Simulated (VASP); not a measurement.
# PtS2 in VASP: further runs, part 2 of 2

VASP 6.6.1. Earlier steps stand in the parts before.

### 3 Single point, PBE+D3(BJ)

File INCAR:

```
SYSTEM = PtS2
PREC = Accurate
ENCUT = 520
EDIFF = 1E-6
ISMEAR = 0
SIGMA = 0.05
LREAL = .FALSE.
LASPH = .TRUE.
NELM = 60
ALGO = Normal
ISIF = 2
LWAVE = .FALSE.
LCHARG = .TRUE.
LDIPOL = .TRUE.
IDIPOL = 3
DIPOL = 0.5 0.5 0.387
GGA = PE
IVDW = 12
LELF = .TRUE.
LVHAR = .TRUE.
LVACPOTAV = .TRUE.
NBANDS = 31
```

File KPOINTS:

```
Automatic mesh
0
G
  9 9 1
  0 0 0
```

File POSCAR:

```
PtS2
1.0
    3.5415278079      0.0000000000      0.0000000000
   -1.7707639039      3.0670530498      0.0000000000
    0.0000000000      0.0000000000     22.4670615492
S Pt
4 2
Direct
    0.6666666667      0.3333333333      0.2002932155
    0.3333333333      0.6666666667      0.3108341854
    0.6666666667      1.3333333333      0.4639472212
    0.3333333333      1.6666666667      0.5744881911
    0.0000000000      0.0000000000      0.2555637004
    0.0000000000      1.0000000000      0.5192177062
```

Potentials or basis: VASP PAW PBE potentials, release 64 (S, Pt).

Command:

```console
$ cat potpaw_PBE.64/S/POTCAR potpaw_PBE.64/Pt/POTCAR > POTCAR
$ mpirun -np 1 vasp_std > vasp.out
```

OUTCAR:

```text
SYSTEM = PtS2
   PREC = Accurate
   ENCUT = 520
   EDIFF = 1E-6
   ISMEAR = 0
   LREAL = .FALSE.
   LASPH = .TRUE.
   NELM = 60
   ISIF = 2
   GGA = PE
   IVDW = 12
 IVDW          = 12

 ion  position               nearest neighbor table
   1  0.667  0.333  0.200-   5 2.39   5 2.39   5 2.39
   2  0.333  0.667  0.311-   5 2.39   5 2.39   5 2.39
   3  0.667  0.333  0.464-   6 2.39   6 2.39   6 2.39
   4  0.333  0.667  0.574-   6 2.39   6 2.39   6 2.39
   5  0.000  0.000  0.256-   1 2.39   1 2.39   1 2.39   2 2.39   2 2.39   2 2.39
   6  0.000  0.000  0.519-   4 2.39   4 2.39   4 2.39   3 2.39   3 2.39   3 2.39

  LATTYP: Found a hexagonal cell.
 ALAT       =     3.5415278079
 C/A-ratio  =     6.3438896340

  Lattice vectors:

 A1 = (   3.5415278079,   0.0000000000,   0.0000000000)
 A2 = (  -1.7707639039,   3.0670530498,   0.0000000000)
 A3 = (   0.0000000000,   0.0000000000,  22.4670615492)

Analysis of symmetry for initial positions (statically):
=====================================================================
 Subroutine PRICEL returns:
 Original cell was already a primitive cell.

 Routine SETGRP: Setting up the symmetry group for a
 hexagonal supercell.

 Subroutine GETGRP returns: Found 12 space group operations
 (whereof  6 operations were pure point group operations)
 out of a pool of 24 trial point group operations.

The static configuration has the point symmetry C_3v.
 The point group associated with its full space group is D_3d.

Analysis of symmetry for dynamics (positions and initial velocities):
=====================================================================
 Subroutine PRICEL returns:
 Original cell was already a primitive cell.

 Routine SETGRP: Setting up the symmetry group for a
 hexagonal supercell.

 Subroutine GETGRP returns: Found 12 space group operations
 (whereof  6 operations were pure point group operations)
 out of a pool of 24 trial point group operations.

The dynamic configuration has the point symmetry C_3v.
 The point group associated with its full space group is D_3d.

 Subroutine INISYM returns: Found 12 space group operations
 (whereof  6 operations are pure point group operations),
 and found     1 'primitive' translations

----------------------------------------------------------------------------------------

                                     Primitive cell

  volume of cell :     244.0384

  direct lattice vectors                    reciprocal lattice vectors
     3.541527808  0.000000000  0.000000000     0.282364012  0.163022938  0.000000000
    -1.770763904  3.067053050  0.000000000     0.000000000  0.326045877  0.000000000
     0.000000000  0.000000000 22.467061549     0.000000000  0.000000000  0.044509603

  length of vectors
     3.541527808  3.541527808 22.467061549     0.326045877  0.326045877  0.044509603

  position of ions in fractional coordinates (direct lattice)
     0.666666667  0.333333333  0.200293215
     0.333333333  0.666666667  0.310834185
     0.666666667  0.333333333  0.463947221
     0.333333333  0.666666667  0.574488191
     0.000000000  0.000000000  0.255563700
     0.000000000  0.000000000  0.519217706

  ion indices of the primitive-cell ions
   primitive index   ion index
[... 44 lines left out ...]
  0.222222  0.222222  0.000000      6.000000
  0.333333  0.222222  0.000000     12.000000
  0.333333  0.333333  0.000000      2.000000
   k-points           NKPTS =     12   k-points in BZ     NKDIM =     12   number of bands    NBANDS=     31
   number of dos      NEDOS =    301   number of ions     NIONS =      6
   total plane-waves  NPLWV = 131712
   dimension x,y,z NGX =    28 NGY =   28 NGZ =  168
   dimension x,y,z NGXF=    56 NGYF=   56 NGZF=  336
   ions per type =               4   2
   NGX,Y,Z   is equivalent  to a cutoff of  13.14, 13.14, 12.43 a.u.
   NGXF,Y,Z  is equivalent  to a cutoff of  26.29, 26.29, 24.86 a.u.
 SYSTEM =  PtS2
   PREC   = accura    normal or accurate (medium, high low for compatibility)
   ISTART =      0    job   : 0-new  1-cont  2-samecut
   ICHARG =      2    charge: 1-file 2-atom 10-const
   ISPIN  =      1    spin polarized calculation?
   LNONCOLLINEAR =      F non collinear calculations
   LSORBIT =      F    spin-orbit coupling
   LASPH  =      T    aspherical Exc in radial PAW
   ENCUT  =  520.0 eV  38.22 Ry    6.18 a.u.   6.58  6.58 41.77*2*pi/ulx,y,z
   NELM   =     60;   NELMIN=  2; NELMDL= -5     # of ELM steps
   EDIFF  = 0.1E-05   stopping-criterion for ELM
   LREAL  =      F    real-space projection
   EDIFFG = 0.1E-04   stopping-criterion for IOM
   NSW    =      0    number of steps for IOM
   IBRION =     -1    ionic relax: 0-MD 1-quasi-New 2-CG
   NFREE  =      0    steps in history (QN), initial steepest desc. (CG)
   ISIF   =      2    stress and relaxation
   ISYM   =      2    0-nonsym 1-usesym 2-fastsym
   POTIM  = 0.5000    time-step for ionic-motion
   TEBEG  =    0.0;   TEEND  =   0.0 temperature during run
   PSTRESS=    0.0 pullay stress
   NELECT =      44.0000    total number of electrons
   NUPDOWN=      -1.0000    fix difference up-down
   EMIN   =  10.00;   EMAX   =-10.00  energy-range for DOS
   EFERMI =   0.00;   METHOD = LEGACY
   ISMEAR =     0;   SIGMA  =   0.05  broadening in eV -4-tet -1-fermi 0-gaus
   EFERMI_NEDOS =   21; number of points for ismear=-14 and -15
   IALGO  =     38    algorithm
   IMIX   =      4    mixing-type and parameters
     AMIX     =   0.40;   BMIX     =  1.00
     AMIX_MAG =   1.60;   BMIX_MAG =  1.00
  volume/ion in A,a.u.               =      40.67       274.48
  Fermi-wavevector in a.u.,A,eV,Ry     =   0.924854  1.747720 11.637800  0.855354
  Thomas-Fermi vector in A             =   2.050645
   LORBIT       =      0    0 simple, 1 ext, 2 COOP (PROOUT), +10 PAW based schemes
   GGA     = PE    functional components
   LHFCALC =     F    Hartree Fock is set to
   AEXX    =    0.0000 exact exchange contribution
   IVDW    =    12    specifies the selected vdW correction
   LEPSILON=     F    determine dielectric tensor
   LRPA    =     F    only Hartree local field effects (RPA)
 non-spin polarized calculation
 Gauss-broadening in eV      SIGMA  =   0.05
  energy-cutoff  :      520.00
  volume of cell :      244.04
 maximum number of plane-waves:      6671
 NGX is ok and might be reduce to    28
   NGX = 13   NGY = 13   NGZ = 83

 dipolmoment           0.000000      0.000000      0.000015 electrons x Angstroem

 number of electron      43.9999999 magnetization

 dipolmoment           0.000000      0.000000     -0.000002 electrons x Angstroem

 Free energy of the ion-electron system (eV)
  ---------------------------------------------------
  ext. energy  EPLUGINS =         0.00000000
  ---------------------------------------------------
  free energy    TOTEN  =       -30.90550713 eV

  energy without entropy =      -30.90550713  energy(sigma->0) =      -30.90550713

 E-fermi :  -0.3964     XC(G=0):  -5.4586

 val. band max:       -0.6255759480   @ k =   0.1111   0.1111   0.0000
 cond. band min:       0.8688329694   @ k =   0.2222   0.0000   0.0000
 fundamental gap:      1.4944089174
 Fermi energy:        -0.3963511081

 k-point     1 :       0.0000    0.0000    0.0000
  band No.  band energies     occupation
      1     -14.9100      2.00000
      2     -14.8708      2.00000
      3     -12.7372      2.00000
      4     -12.6443      2.00000
      5      -6.3919      2.00000
      6      -6.3919      2.00000
[... 397 lines left out ...]
     30       7.8430      0.00000
     31       8.1718      0.00000

------------------------ aborting loop because EDIFF is reached ----------------------------------------

 Edisp (eV)   -1.89186

 E8    (eV) :    -0.7842

  FORCE on cell =-STRESS in cart. coord.  units (eV):
  Direction    XX          YY          ZZ          XY          YZ          ZX
  --------------------------------------------------------------------------------------
  -------------------------------------------------------------------------------------
  Total      -0.48320    -0.48320    -0.94795    -0.00000     0.00000    -0.00000
  in kB      -3.17233    -3.17233    -6.22354    -0.00000     0.00000    -0.00000
  external pressure =       -4.19 kB  Pullay stress =        0.00 kB

 VOLUME and BASIS-vectors are now :
 -----------------------------------------------------------------------------
  energy-cutoff  :      520.00
  volume of cell :      244.04
      direct lattice vectors                 reciprocal lattice vectors
     3.541527808  0.000000000  0.000000000     0.282364012  0.163022938  0.000000000
    -1.770763904  3.067053050  0.000000000     0.000000000  0.326045877  0.000000000
     0.000000000  0.000000000 22.467061549     0.000000000  0.000000000  0.044509603

 POSITION                                       TOTAL-FORCE (eV/Angst)
 -----------------------------------------------------------------------------------
      1.77076      1.02235      4.50000        -0.000000      0.000000      0.036735
     -0.00000      2.04470      6.98353         0.000000     -0.000000      0.015915
      1.77076      1.02235     10.42353         0.000000     -0.000000     -0.015915
     -0.00000      2.04470     12.90706         0.000000      0.000000     -0.036735
      0.00000      0.00000      5.74177        -0.000000      0.000000      0.088185
      0.00000      0.00000     11.66530        -0.000000     -0.000000     -0.088185
 -----------------------------------------------------------------------------------
    total drift:                                0.000000      0.000000     -0.000065

  FREE ENERGIE OF THE ION-ELECTRON SYSTEM (eV)
  ---------------------------------------------------
  free  energy   TOTEN  =       -32.7973647921 eV

  energy  without entropy=      -32.7973647921  energy(sigma->0) =      -32.79736479

 vacuum level on the upper side and lower side of the slab         5.485         5.485
```

Run time: 2.1 min. Hardware: 1 thread of Intel Xeon 6975P-C, shared host; peak memory 0.39 GiB.

What came out:

```
Free energy                : -32.7974 eV
Largest force              : 0.088 eV/Å
Band gap on the k mesh     : 1.49 eV, indirect (least direct gap 1.61 eV)
Dispersion energy per atom : -0.315 eV
```

Forces on the atoms (eV/Å):
```
S    0.000  0.000  0.037
S    0.000  0.000  0.016
S    0.000  0.000 -0.016
S    0.000  0.000 -0.037
Pt   0.000  0.000  0.088
Pt   0.000  0.000 -0.088
```

Caveat: spin-orbit coupling is left out, which moves the levels of the heavy elements.
